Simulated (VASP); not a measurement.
A run of VASP 6.6.1 is set up as follows.

The input POSCAR:

```
Ir
1.0
    0.0000000000      1.9228496764      1.9228496764
    1.9228496764      0.0000000000      1.9228496764
    1.9228496764      1.9228496764      0.0000000000
Ir
1
Direct
    0.0000000000      0.0000000000      0.0000000000
```

File INCAR.step1:

```
SYSTEM = Ir
PREC = Accurate
ENCUT = 520
ISMEAR = -1
SIGMA = 0.1
LREAL = .FALSE.
LASPH = .TRUE.
NELM = 60
NBANDS = 10
GGA = PE
ALGO = Normal
EDIFF = 1E-4
LWAVE = .TRUE.
LCHARG = .FALSE.
```

Contents of INCAR.step2:

```
SYSTEM = Ir
PREC = Accurate
ENCUT = 520
EDIFF = 1E-6
ISMEAR = -1
SIGMA = 0.1
LREAL = .FALSE.
LASPH = .TRUE.
NELM = 60
ALGO = Normal
ISIF = 2
LWAVE = .FALSE.
LCHARG = .FALSE.
METAGGA = R2SCAN
LMIXTAU = .TRUE.
NBANDS = 10
ISTART = 1
```

Contents of KPOINTS:

```
regular mesh
0
G
  4 4 4
  0 0 0
```

Potentials or basis: VASP PAW PBE potentials, release 64 (Ir).

Launch:

```bash
$ cat potpaw_PBE.64/Ir/POTCAR > POTCAR
$ cp INCAR.step1 INCAR
$ mpirun -np 1 vasp_std > vasp.out
$ cp INCAR.step2 INCAR
$ mpirun -np 1 vasp_std > vasp.out
```

What does it give for the pressure?

-8.0 GPa.

Caveat: the k points lie up to 0.71 Å⁻¹ apart; the PAW data sets were made with another functional, which shifts forces and pressure a little.
